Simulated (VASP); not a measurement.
A run of VASP 6.6.1 is set up as follows.

INCAR

```
PREC = Accurate ; ENCUT = 680
EDIFF = 1E-6 ; ISMEAR = -1
SIGMA = 0.1 ; LREAL = False
LASPH = True ; NELM = 200
ALGO = Normal ; ISIF = 2
LWAVE = False ; LCHARG = False
ISPIN = 2 ; MAGMOM = 4.5
LORBIT = 11 ; LMAXMIX = 4
LDAU = True ; LDAUTYPE = 2
LDAUL = 2 ; LDAUU = 6.3
LDAUJ = 0 ; LDAUPRINT = 1
GGA = PE ; NBANDS = 18
GGA_COMPAT = False
```

File KPOINTS:

```
regular mesh
0
Gamma
  11 11 11
```

POSCAR

```
Mn
1.0
   -1.5405000000      1.5405000000      1.5405000000
    1.5405000000     -1.5405000000      1.5405000000
    1.5405000000      1.5405000000     -1.5405000000
Mn
1
Direct
    0.0000000000      0.0000000000      0.0000000000
```

Potentials or basis: VASP PAW PBE potentials, release 64 (Mn_sv).

Run with:

```sh
$ cat potpaw_PBE.64/Mn_sv/POTCAR > POTCAR
$ mpirun -np 1 vasp_std > vasp.out
```

Task: Predict the site moments.

Result: Mn +4.19 μB.

Task: Estimate the net moment.

Result: 4.22 μB per cell.

Task: What does it give for the pressure?

Result: 29.7 GPa.

Eigenvalues of the final occupation matrices:
```tsv
site	spin	trace	eigenvalues
site 1 d	1	4.48	0.89 0.89 0.89 0.90 0.90
site 1 d	2	0.27	0.03 0.03 0.03 0.08 0.08
```

Caveat: the cell stands under pressure; the U is typed as a test and isn't derived for this compound. The state reached can hang on the start; a lower one may exist.
